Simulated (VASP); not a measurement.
Wanted: the native input for a VASP 6.6.1 run.

```
Task                   : single point
Functional             : PBE
Potentials or basis    : VASP PAW PBE potentials, release 64 (Re, Hg, Ru_pv)
Cutoff                 : 600 eV
k mesh                 : 4 × 4 × 4
Occupations            : gaussian, width 0.1 eV
Spin                   : no spin polarisation
Dipole correction      : no
Further INCAR settings : ALGO = Normal; EDIFF = 1e-06; NBANDS = 36
```

The structure of ReHg3Ru lies in POSCAR:

```
ReHg3Ru
1.0
    4.4840019300      0.0000000000      0.0000000000
    0.0000000000      4.4840019300      0.0000000000
    0.0000000000      0.0000000000      4.4840019300
Re Hg Ru
1 3 1
Direct
    0.5000000000      0.5000000000      0.5000000000
    0.5000000000      0.0000000000      0.0000000000
    0.0000000000      0.5000000000      0.0000000000
    0.0000000000      0.0000000000      0.5000000000
    0.0000000000      0.0000000000      0.0000000000
```

These files were run (other wordings do the same):

INCAR

```
SYSTEM = ReHg3Ru
  PREC = Accurate
  ENCUT = 600
  EDIFF = 1E-6
  ISMEAR = 0
  SIGMA = 0.1
  LREAL = .FALSE.
  LASPH = .TRUE.
  NELM = 120
  ALGO = Normal
  ISIF = 2
  LWAVE = .FALSE.
  LCHARG = .FALSE.
  GGA = PE
  NBANDS = 36
  GGA_COMPAT = .FALSE.
```

KPOINTS

```
regular mesh
0
G
  4 4 4
  0 0 0
```

Potentials or basis: VASP PAW PBE potentials, release 64 (Re, Hg, Ru_pv).

The run is started by

```sh
$ cat potpaw_PBE.64/Re/POTCAR potpaw_PBE.64/Hg/POTCAR potpaw_PBE.64/Ru_pv/POTCAR > POTCAR
$ mpirun -np 1 vasp_std > vasp.out
```

Results of the run:

```
Pressure : 61.7 GPa
```

It took 90 s on 1 thread of Intel Xeon 8259CL (shared host), peak memory 0.22 GiB.
